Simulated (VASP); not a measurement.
Wanted: the native input for a VASP 6.6.1 run.

```
Task                   : electric field gradients
Functional             : PBE
Potentials or basis    : VASP PAW PBE potentials, release 64 (Hf_pv)
Cutoff                 : 520 eV
k mesh                 : 16 × 16 × 16
Occupations            : fermi-dirac, width 0.03 eV
Spin                   : non-collinear spin, zero start, spin-orbit coupling
Starting moments       : [[0.0, 0.0, 0.0]] μB
Dipole correction      : no
Further INCAR settings : ALGO = Normal; EDIFF = 1e-08; NBANDS = 21
```

The structure of Hf lies in POSCAR:

```
Hf
1.0
    0.0000000000      2.2200000000      2.2200000000
    2.2200000000      0.0000000000      2.2200000000
    2.2200000000      2.2200000000      0.0000000000
Hf
1
Direct
    0.0000000000      0.0000000000      0.0000000000
```

These files were run (other wordings do the same):

INCAR

```
PREC     = Accurate       # precision mode
ENCUT    = 520            # plane-wave cutoff, eV
EDIFF    = 1E-8           # SCF threshold, eV
ISMEAR   = -1             # smearing method
SIGMA    = 0.03           # smearing width, eV
LREAL    = F              # projectors in reciprocal space
LASPH    = T              # aspherical terms in the spheres
NELM     = 150            # most SCF steps
ALGO     = Normal         # electronic algorithm
ISIF     = 2              # what is computed and relaxed
LWAVE    = F              # write WAVECAR
LCHARG   = F              # write CHGCAR
MAGMOM   = 0 0 0          # initial moments
LORBIT   = 11             # projections on sites
LSORBIT  = T              # spin-orbit coupling
GGA_COMPAT= F            
LORBMOM  = T            
LMAXMIX  = 4              # l up to which the mixer works
GGA      = PE             # functional
LEFG     = T            
NBANDS   = 21             # bands
```

KPOINTS

```
Automatic mesh
0
Gamma
  16 16 16
```

Potentials or basis: VASP PAW PBE potentials, release 64 (Hf_pv).

Run with:

```console
$ cat potpaw_PBE.64/Hf_pv/POTCAR > POTCAR
$ mpirun -np 1 vasp_ncl > vasp.out
```

It gave:

* Pressure: 2.2 GPa
* Net moment: 0.00 μB per cell
* Valence electrons inside the program's atomic spheres: Hf 8.43

Caveat: without QUAD_EFG the Cq values of the log hold for a quadrupole moment of 1 mb, not for the nuclei.

It took 49 s on 1 thread of Intel(R) Xeon(R) 6975P-C (Granite Rapids), on a shared host, peak memory 0.25 GiB.
